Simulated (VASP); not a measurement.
Set up this calculation in VASP 6.6.1, as the native input.

- Task: single point
- Functional: BLYP
- Dispersion: D3(BJ)
- Potentials or basis: VASP PAW PBE potentials, release 64 (Sn_d, Te)
- Cutoff: 500 eV
- k mesh: 4 × 4 × 4
- Occupations: fermi-dirac, width 0.05 eV
- Spin: no spin polarisation
- Dipole correction: no
- Further INCAR settings: ALGO = Normal; EDIFF = 1e-06; NBANDS = 17

The structure of SnTe lies in POSCAR:

```
SnTe
1.0
    5.0564136244      0.0000000000      0.0000000000
    2.5282068122      4.3789826508      0.0000000000
    2.5282068122      1.4596608836      4.1285444361
Sn Te
1 1
Direct
    0.0000000000      0.0000000000      0.0000000000
    0.7500000000      0.7500000000      0.7500000000
```

One way to write it, as run:

INCAR

```
SYSTEM = SnTe
PREC = Accurate ; ENCUT = 500
EDIFF = 1E-6 ; ISMEAR = -1
SIGMA = 0.05 ; LREAL = .False.
LASPH = .True. ; NELM = 120
ALGO = Normal ; ISIF = 2
LWAVE = .False. ; LCHARG = .False.
GGA = B5 ; ALDAX = 1.0
AGGAX = 1.0 ; AGGAC = 1.0
ALDAC = 0.0 ; IVDW = 12
VDW_S6 = 1.0 ; VDW_S8 = 2.6996
VDW_A1 = 0.4298 ; VDW_A2 = 4.2359
NBANDS = 17 ; GGA_COMPAT = .False.
```

KPOINTS

```
regular mesh
0
Gamma
  4 4 4
  0 0 0
```

Potentials or basis: VASP PAW PBE potentials, release 64 (Sn_d, Te).

Launch:

```sh
$ cat potpaw_PBE.64/Sn_d/POTCAR potpaw_PBE.64/Te/POTCAR > POTCAR
$ mpirun -np 1 vasp_std > vasp.out
```

It gave:

- Pressure: 0.0 GPa
- Band gap on the k mesh: 0.07 eV, indirect (least direct gap 0.80 eV)
- Dispersion energy per atom: -0.639 eV

Caveat: the PAW data sets were made with another functional, which shifts forces and pressure a little; spin-orbit coupling is left out, which moves the levels of the heavy elements.

It took 25 s on 1 thread of Intel Xeon 6975P-C, on a shared host, peak memory 0.24 GiB.
